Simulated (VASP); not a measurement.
Wanted: the native input for a VASP 6.6.1 run.

* Task: single point
* Functional: PBE
* Potentials or basis: VASP PAW PBE potentials, release 64 (La, Lu, N)
* Cutoff: 600 eV
* k mesh: 4 × 4 × 4
* Occupations: gaussian, width 0.1 eV
* Spin: no spin polarisation
* Dipole correction: no
* Further INCAR settings: ALGO = Normal; EDIFF = 1e-06; NBANDS = 88

The structure of LaLu2N3 lies in POSCAR:

```
LaLu2N3
1.0
    3.0524795492     -5.2745155745      0.0000000000
    3.0524795492      5.2745155745      0.0000000000
   -1.9700289744      0.0000000000      5.6953547336
La Lu N
2 4 6
Direct
    0.0817904344      0.9182095656      0.2500000000
    0.9182095656      0.0817904344      0.7500000000
    0.4149205889      0.5850794111      0.2500000000
    0.7438582505      0.2561417495      0.2500000000
    0.5850794111      0.4149205889      0.7500000000
    0.2561417495      0.7438582505      0.7500000000
    0.8159788846      0.6353530357      0.4978764514
    0.3646469643      0.1840211154      0.0021235486
    0.6353530357      0.8159788846      0.9978764514
    0.1840211154      0.3646469643      0.5021235486
    0.5000000000      0.0000000000      0.5000000000
    0.0000000000      0.5000000000      0.0000000000
```

The input as run:

INCAR

```
SYSTEM = LaLu2N3
  ALGO = Normal
  EDIFF = 1E-6
  ENCUT = 600
  GGA = PE
  GGA_COMPAT = .FALSE.
  ISIF = 2
  ISMEAR = 0
  LASPH = .TRUE.
  LCHARG = .TRUE.
  LELF = .TRUE.
  LMAXMIX = 6
  LREAL = .FALSE.
  LVHAR = .TRUE.
  LWAVE = .FALSE.
  NBANDS = 88
  NELM = 200
  PREC = Accurate
  SIGMA = 0.1
```

KPOINTS

```
k-points
0
G
  4 4 4
  0 0 0
```

Potentials or basis: VASP PAW PBE potentials, release 64 (La, Lu, N).

Launch:

```sh
$ cat potpaw_PBE.64/La/POTCAR potpaw_PBE.64/Lu/POTCAR potpaw_PBE.64/N/POTCAR > POTCAR
$ mpirun -np 1 vasp_std > vasp.out
```

Results of the run:

* Pressure: 0.2 GPa
* Largest force: 0.138 eV/Å
* Band gap on the k mesh: 0.11 eV, indirect (least direct gap 0.16 eV)

Caveat: spin-orbit coupling is left out, which moves the levels of the heavy elements.

It took 16 min on 1 thread of AMD EPYC 9R45 (Zen 5), on a shared host, peak memory 0.55 GiB.
